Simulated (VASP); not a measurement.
**MgS: single point with HSE06**

Crystal: MgS.

```
Mg S
1.0
     0.06685    2.84111    2.84111
     2.84111    0.06685    2.84111
     2.84111    2.84111    0.06685
Mg S
1 1
Cartesian
  0.0128 0.0128 0.0128
  1.4245 1.4245 1.4245
```

This cell differs from its parent crystal: epitaxial 111 strain -2.0%.

```yaml
Program: VASP 6.6.1
Task: single point
Functional: HSE06
Potentials_or_basis: VASP PAW PBE potentials, release 64 (Mg, S)
Cutoff: 520 eV
k_mesh: 6 × 6 × 6
Occupations: gaussian, width 0.01 eV
Spin: no spin polarisation
Dipole_correction: no
Grid_for_exact_exchange_PRECFOCK: Normal
Further_INCAR_settings: ALGO = Normal; EDIFF = 1e-07; NBANDS = 11
Screening_parameter: 0.2079 1/Å
```

The pressure is 1.4 GPa and the band gap on the k mesh is 4.54 eV, direct.

Forces in eV/Å, atoms in the order of the input:
```
Mg  -0.001 -0.001 -0.001
S    0.001  0.001  0.001
```

Stress tensor (GPa, compression positive):
```
 1.39 -0.78 -0.78
-0.78  1.39 -0.78
-0.78 -0.78  1.39
```

Levels at points of the mesh, in eV from the valence-band top:
```tsv
k point	band 2	band 3	band 4	band 5	band 6	band 7
(0.00, 0.00, 0.00)	-0.23	0.00	0.00	4.54	8.87	9.35
(0.50, 0.00, 0.00)	-3.55	-0.55	-0.42	6.18	8.59	8.86
(0.50, 0.50, 0.00)	-3.21	-1.35	-1.13	4.74	6.72	12.74
(0.50, 0.50, 0.50)	-3.64	-0.32	-0.32	6.41	9.00	9.00
```

It took 27 min on 1 thread of Intel Xeon 6975P-C, with other jobs on the host, peak memory 0.3 GiB.

Caveat: the cell differs from its parent crystal (epitaxial 111 strain -2.0%); the PAW data sets were made with another functional, which shifts forces and pressure a little. A k mesh can miss the band edges.
